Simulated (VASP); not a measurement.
# TlCl (Pm-3m) in VASP: further runs, part 2 of 2

VASP 6.6.1. Earlier steps stand in the parts before.

## (4) Single point, LDA (24.71 Å³/atom)

This run uses another cell than the first one, of 24.71 Å³/atom.

Contents of INCAR:

```
PREC = Accurate
ENCUT = 500
EDIFF = 1E-6
ISMEAR = 0
SIGMA = 0.02
LREAL = False
LASPH = True
NELM = 120
ALGO = Normal
ISIF = 2
LWAVE = False
LCHARG = False
NBANDS = 17
GGA_COMPAT = False
```

Contents of KPOINTS:

```
Automatic mesh
0
Gamma
  8 8 8
```

Contents of POSCAR:

```
TlCl
1.0
    3.6695000000      0.0000000000      0.0000000000
    0.0000000000      3.6695000000      0.0000000000
    0.0000000000      0.0000000000      3.6695000000
Tl Cl
1 1
Direct
    0.0000000000      0.0000000000      0.0000000000
    0.5000000000      0.5000000000      0.5000000000
```

Potentials or basis: VASP PAW LDA potentials, release 64 (Tl_d, Cl).

On the command line:

```console
$ cat potpaw_LDA.64/Tl_d/POTCAR potpaw_LDA.64/Cl/POTCAR > POTCAR
$ mpirun -np 1 vasp_std > vasp.out
```

OUTCAR:

```text
PREC = Accurate
   ENCUT = 500
   EDIFF = 1E-6
   ISMEAR = 0
   LREAL = False
   LASPH = True
   NELM = 120
   ISIF = 2

 ion  position               nearest neighbor table
   1  0.000  0.000  0.000-   2 3.18   2 3.18   2 3.18   2 3.18   2 3.18   2 3.18   2 3.18   2 3.18

   2  0.500  0.500  0.500-   1 3.18   1 3.18   1 3.18   1 3.18   1 3.18   1 3.18   1 3.18   1 3.18

  LATTYP: Found a simple cubic cell.
 ALAT       =     3.6695000000

  Lattice vectors:

 A1 = (   3.6695000000,   0.0000000000,   0.0000000000)
 A2 = (   0.0000000000,   3.6695000000,   0.0000000000)
 A3 = (   0.0000000000,   0.0000000000,   3.6695000000)

Analysis of symmetry for initial positions (statically):
=====================================================================
 Subroutine PRICEL returns:
 Original cell was already a primitive cell.

 Routine SETGRP: Setting up the symmetry group for a
 simple cubic supercell.

 Subroutine GETGRP returns: Found 48 space group operations
 (whereof 48 operations were pure point group operations)
 out of a pool of 48 trial point group operations.

The static configuration has the point symmetry O_h .

Analysis of symmetry for dynamics (positions and initial velocities):
=====================================================================
 Subroutine PRICEL returns:
 Original cell was already a primitive cell.

 Routine SETGRP: Setting up the symmetry group for a
 simple cubic supercell.

 Subroutine GETGRP returns: Found 48 space group operations
 (whereof 48 operations were pure point group operations)
 out of a pool of 48 trial point group operations.

The dynamic configuration has the point symmetry O_h .

 Subroutine INISYM returns: Found 48 space group operations
 (whereof 48 operations are pure point group operations),
 and found     1 'primitive' translations

----------------------------------------------------------------------------------------

                                     Primitive cell

  volume of cell :      49.4107

  direct lattice vectors                    reciprocal lattice vectors
     3.669500000  0.000000000  0.000000000     0.272516692  0.000000000  0.000000000
     0.000000000  3.669500000  0.000000000     0.000000000  0.272516692  0.000000000
     0.000000000  0.000000000  3.669500000     0.000000000  0.000000000  0.272516692

  length of vectors
     3.669500000  3.669500000  3.669500000     0.272516692  0.272516692  0.272516692

  position of ions in fractional coordinates (direct lattice)
     0.000000000  0.000000000  0.000000000
     0.500000000  0.500000000  0.500000000

  ion indices of the primitive-cell ions
   primitive index   ion index
                 1           1
                 2           2

----------------------------------------------------------------------------------------

 KPOINTS: Automatic mesh

Automatic generation of k-mesh.
 Grid dimensions read from file:
 generate k-points for:    8    8    8

 Generating k-lattice:

  Cartesian coordinates                     Fractional coordinates (reciprocal lattice)
     0.034064586  0.000000000  0.000000000     0.125000000  0.000000000  0.000000000
     0.000000000  0.034064586  0.000000000     0.000000000  0.125000000  0.000000000
     0.000000000  0.000000000  0.034064586     0.000000000  0.000000000  0.125000000

  Length of vectors
     0.034064586  0.034064586  0.034064586

  Shift w.r.t. Gamma in fractional coordinates (k-lattice)
     0.000000000  0.000000000  0.000000000

 Subroutine IBZKPT returns following result:
 ===========================================

 Found     35 irreducible k-points:

 Following reciprocal coordinates:
            Coordinates               Weight
  0.000000  0.000000  0.000000      1.000000
  0.125000  0.000000  0.000000      6.000000
  0.250000  0.000000  0.000000      6.000000
  0.375000  0.000000  0.000000      6.000000
  0.500000  0.000000  0.000000      3.000000
  0.125000  0.125000  0.000000     12.000000
[... 16 lines left out ...]
  0.375000  0.375000  0.125000     24.000000
  0.500000  0.375000  0.125000     24.000000
 [... further k-points ...]
   k-points           NKPTS =     35   k-points in BZ     NKDIM =     35   number of bands    NBANDS=     17
   number of dos      NEDOS =    301   number of ions     NIONS =      2
   total plane-waves  NPLWV =  21952
   dimension x,y,z NGX =    28 NGY =   28 NGZ =   28
   dimension x,y,z NGXF=    56 NGYF=   56 NGZF=   56
   ions per type =               1   1
   NGX,Y,Z   is equivalent  to a cutoff of  12.69, 12.69, 12.69 a.u.
   NGXF,Y,Z  is equivalent  to a cutoff of  25.37, 25.37, 25.37 a.u.
 SYSTEM =  unknown system
   PREC   = accura    normal or accurate (medium, high low for compatibility)
   ISTART =      0    job   : 0-new  1-cont  2-samecut
   ICHARG =      2    charge: 1-file 2-atom 10-const
   ISPIN  =      1    spin polarized calculation?
   LNONCOLLINEAR =      F non collinear calculations
   LSORBIT =      F    spin-orbit coupling
   LASPH  =      T    aspherical Exc in radial PAW
   ENCUT  =  500.0 eV  36.75 Ry    6.06 a.u.   6.69  6.69  6.69*2*pi/ulx,y,z
   NELM   =    120;   NELMIN=  2; NELMDL= -5     # of ELM steps
   EDIFF  = 0.1E-05   stopping-criterion for ELM
   LREAL  =      F    real-space projection
   EDIFFG = 0.1E-04   stopping-criterion for IOM
   NSW    =      0    number of steps for IOM
   IBRION =     -1    ionic relax: 0-MD 1-quasi-New 2-CG
   NFREE  =      0    steps in history (QN), initial steepest desc. (CG)
   ISIF   =      2    stress and relaxation
   ISYM   =      2    0-nonsym 1-usesym 2-fastsym
   POTIM  = 0.5000    time-step for ionic-motion
   TEBEG  =    0.0;   TEEND  =   0.0 temperature during run
   PSTRESS=    0.0 pullay stress
   NELECT =      20.0000    total number of electrons
   NUPDOWN=      -1.0000    fix difference up-down
   EMIN   =  10.00;   EMAX   =-10.00  energy-range for DOS
   EFERMI =   0.00;   METHOD = LEGACY
   ISMEAR =     0;   SIGMA  =   0.02  broadening in eV -4-tet -1-fermi 0-gaus
   EFERMI_NEDOS =   21; number of points for ismear=-14 and -15
   IALGO  =     38    algorithm
   IMIX   =      4    mixing-type and parameters
     AMIX     =   0.40;   BMIX     =  1.00
     AMIX_MAG =   1.60;   BMIX_MAG =  1.00
  volume/ion in A,a.u.               =      24.71       166.72
  Fermi-wavevector in a.u.,A,eV,Ry     =   1.211001  2.288461 19.953272  1.466524
  Thomas-Fermi vector in A             =   2.346530
   LORBIT       =      0    0 simple, 1 ext, 2 COOP (PROOUT), +10 PAW based schemes
   GGA     = CA    functional components
   LHFCALC =     F    Hartree Fock is set to
   AEXX    =    0.0000 exact exchange contribution
   IVDW    =     0    specifies the selected vdW correction
   LEPSILON=     F    determine dielectric tensor
   LRPA    =     F    only Hartree local field effects (RPA)
 non-spin polarized calculation
 Gauss-broadening in eV      SIGMA  =   0.02
  energy-cutoff  :      500.00
  volume of cell :       49.41
 maximum number of plane-waves:      1328
 NGX is ok and might be reduce to    28
   NGX = 13   NGY = 13   NGZ = 13

 number of electron      19.9999995 magnetization

 Free energy of the ion-electron system (eV)
  ---------------------------------------------------
  ext. energy  EPLUGINS =         0.00000000
  ---------------------------------------------------
  free energy    TOTEN  =        -7.00350537 eV

  energy without entropy =       -7.00350537  energy(sigma->0) =       -7.00350537

 E-fermi :   4.2820     XC(G=0): -10.2255

 val. band max:        4.1159049373   @ k =   0.5000   0.0000   0.0000
 cond. band min:       5.6017246398   @ k =   0.5000   0.0000   0.0000
 fundamental gap:      1.4858197025
 Fermi energy:         4.2819795540

 k-point     1 :       0.0000    0.0000    0.0000
  band No.  band energies     occupation
      1     -10.5109      2.00000
      2      -6.2040      2.00000
      3      -6.2040      2.00000
      4      -5.8427      2.00000
      5      -5.8427      2.00000
      6      -5.8427      2.00000
[... 9 lines left out ...]
     16      17.8981      0.00000
     17      18.2908      0.00000

 k-point     2 :       0.1250    0.0000    0.0000
  band No.  band energies     occupation
      1     -10.4566      2.00000
      2      -6.2002      2.00000
      3      -6.1671      2.00000
      4      -5.8630      2.00000
      5      -5.8630      2.00000
      6      -5.8409      2.00000
[... 9 lines left out ...]
     16      18.1470      0.00000
     17      18.1667      0.00000
[... 421 lines left out ...]
 k-point    24 :       0.5000    0.3750    0.1250
  band No.  band energies     occupation
      1      -9.9397      2.00000
      2      -6.0258      2.00000
      3      -5.9906      2.00000
      4      -5.9528      2.00000
      5      -5.8847      2.00000
      6      -5.7681      2.00000
[... 9 lines left out ...]
     16      15.6963      0.00000
     17      18.6888      0.00000

 [... further k-points ...]
[... 5 lines left out ...]
  --------------------------------------------------------------------------------------
  -------------------------------------------------------------------------------------
  Total        0.2462213      0.2462213      0.2462213     -0.0000000      0.0000000      0.0000000
  in kB        7.9839068      7.9839068      7.9839068     -0.0000000      0.0000000      0.0000000
  external PRESSURE =       7.9839068 kB  Pullay stress =       0.0000000 kB

 VOLUME and BASIS-vectors are now :
 -----------------------------------------------------------------------------
  energy-cutoff  :      500.00
  volume of cell :       49.41
      direct lattice vectors                 reciprocal lattice vectors
     3.669500000  0.000000000  0.000000000     0.272516692  0.000000000  0.000000000
     0.000000000  3.669500000  0.000000000     0.000000000  0.272516692  0.000000000
     0.000000000  0.000000000  3.669500000     0.000000000  0.000000000  0.272516692

 POSITION                                       TOTAL-FORCE (eV/Angst)
 -----------------------------------------------------------------------------------
      0.00000      0.00000      0.00000         0.000000      0.000000      0.000000
      1.83475      1.83475      1.83475         0.000000      0.000000      0.000000
 -----------------------------------------------------------------------------------
    total drift:                                0.000000      0.000000      0.000000

  FREE ENERGIE OF THE ION-ELECTRON SYSTEM (eV)
  ---------------------------------------------------
  free  energy   TOTEN  =        -7.0035053682 eV

  energy  without entropy=       -7.0035053682  energy(sigma->0) =       -7.00350537
```

stdout:

```text
POSCAR found type information on POSCAR TlCl
 POSCAR found :  2 types and       2 ions
 scaLAPACK will be used
 LDA part: xc-table for (Slater(with rela. corr.)+CA(PZ))
 , standard interpolation
 POSCAR, INCAR and KPOINTS ok, starting setup
 FFT: planning ... GRIDC
 FFT: planning ... GRID_SOFT
 FFT: planning ... GRID
 WAVECAR not read
 entering main loop
```

Wall time 13 s (1 thread of AMD EPYC 9R45 (Zen 5), shared host); peak memory 0.12 GiB.

What came out:

* Free energy: -7.0035 eV
* Pressure: 0.8 GPa
* Band gap on the k mesh: 1.49 eV

Caveat: spin-orbit coupling is left out, which moves the levels of the heavy elements. A k mesh can miss the band edges.

## (5) Single point, LDA (25.66 Å³/atom)

This run uses another cell than the first one, of 25.66 Å³/atom.

Contents of INCAR:

```
PREC = Accurate ; ENCUT = 500
EDIFF = 1E-6 ; ISMEAR = 0
SIGMA = 0.02 ; LREAL = False
LASPH = True ; NELM = 120
ALGO = Normal ; ISIF = 2
LWAVE = False ; LCHARG = True
LELF = True ; LVHAR = True
NBANDS = 17 ; GGA_COMPAT = False
```

KPOINTS is that of step 4.

Contents of POSCAR:

```
TlCl
1.0
    3.7164000000      0.0000000000      0.0000000000
    0.0000000000      3.7164000000      0.0000000000
    0.0000000000      0.0000000000      3.7164000000
Tl Cl
1 1
Direct
    0.0000000000      0.0000000000      0.0000000000
    0.5000000000      0.5000000000      0.5000000000
```

Potentials or basis: VASP PAW LDA potentials, release 64 (Tl_d, Cl).

On the command line:

```console
$ cat potpaw_LDA.64/Tl_d/POTCAR potpaw_LDA.64/Cl/POTCAR > POTCAR
$ mpirun -np 1 vasp_std > vasp.out
```

OUTCAR:

```text
PREC = Accurate
   ENCUT = 500
   EDIFF = 1E-6
   ISMEAR = 0
   LREAL = False
   LASPH = True
   NELM = 120
   ISIF = 2

 ion  position               nearest neighbor table
   1  0.000  0.000  0.000-   2 3.22   2 3.22   2 3.22   2 3.22   2 3.22   2 3.22   2 3.22   2 3.22

   2  0.500  0.500  0.500-   1 3.22   1 3.22   1 3.22   1 3.22   1 3.22   1 3.22   1 3.22   1 3.22

  LATTYP: Found a simple cubic cell.
 ALAT       =     3.7164000000

  Lattice vectors:

 A1 = (   3.7164000000,   0.0000000000,   0.0000000000)
 A2 = (   0.0000000000,   3.7164000000,   0.0000000000)
 A3 = (   0.0000000000,   0.0000000000,   3.7164000000)
[... 649 lines left out ...]
      5      -6.2927      2.00000
      6      -6.1853      2.00000
[... 9 lines left out ...]
     16      15.1632      0.00000
     17      17.8723      0.00000

 [... further k-points ...]
[... 5 lines left out ...]
  --------------------------------------------------------------------------------------
  -------------------------------------------------------------------------------------
  Total       -0.2081603     -0.2081603     -0.2081603     -0.0000000     -0.0000000     -0.0000000
  in kB       -6.4974230     -6.4974230     -6.4974230     -0.0000000     -0.0000000     -0.0000000
  external PRESSURE =      -6.4974230 kB  Pullay stress =       0.0000000 kB

 VOLUME and BASIS-vectors are now :
 -----------------------------------------------------------------------------
  energy-cutoff  :      500.00
  volume of cell :       51.33
      direct lattice vectors                 reciprocal lattice vectors
     3.716400000  0.000000000  0.000000000     0.269077602  0.000000000  0.000000000
     0.000000000  3.716400000  0.000000000     0.000000000  0.269077602  0.000000000
     0.000000000  0.000000000  3.716400000     0.000000000  0.000000000  0.269077602

 POSITION                                       TOTAL-FORCE (eV/Angst)
 -----------------------------------------------------------------------------------
      0.00000      0.00000      0.00000         0.000000      0.000000      0.000000
      1.85820      1.85820      1.85820         0.000000      0.000000      0.000000
 -----------------------------------------------------------------------------------
    total drift:                               -0.000000      0.000000      0.000000

  FREE ENERGIE OF THE ION-ELECTRON SYSTEM (eV)
  ---------------------------------------------------
  free  energy   TOTEN  =        -7.0050791577 eV

  energy  without entropy=       -7.0050791577  energy(sigma->0) =       -7.00507916
```

stdout:

```text
POSCAR found type information on POSCAR TlCl
 POSCAR found :  2 types and       2 ions
 scaLAPACK will be used
 LDA part: xc-table for (Slater(with rela. corr.)+CA(PZ))
 , standard interpolation
 POSCAR, INCAR and KPOINTS ok, starting setup
 FFT: planning ... GRIDC
 FFT: planning ... GRID_SOFT
 FFT: planning ... GRID
 WAVECAR not read
 entering main loop
```

Run time: 12 s. Hardware: 1 thread of AMD EPYC 9R45 (Zen 5), shared host; peak memory 0.12 GiB.

Results:

```
Free energy            : -7.0051 eV
Pressure               : -0.6 GPa
Band gap on the k mesh : 1.60 eV
```

Caveat: spin-orbit coupling is left out, which moves the levels of the heavy elements. A k mesh can miss the band edges.

## (6) Summary

```tsv
cell	k mesh	smearing	gap on the mesh (eV)	pressure (GPa)
a = 3.674 Å, 2 atoms	6 × 6 × 6	gaussian 0.05 eV	1.50	0.7
a = 3.697 Å, 2 atoms	6 × 6 × 6	gaussian 0.05 eV	1.55	-0.1
a = 3.670 Å, 2 atoms	8 × 8 × 8	gaussian 0.02 eV	1.49	0.8
a = 3.716 Å, 2 atoms	8 × 8 × 8	gaussian 0.02 eV	1.60	-0.6
```

Alike in all rows: task single point; level LDA; potentials or basis VASP PAW LDA potentials, release 64 (Tl_d, Cl); no spin polarisation; cutoff (eV) 500.

Caveats: spin-orbit coupling is left out, which moves the levels of the heavy elements.

Absolute energies hang on the potentials; compare differences alone.
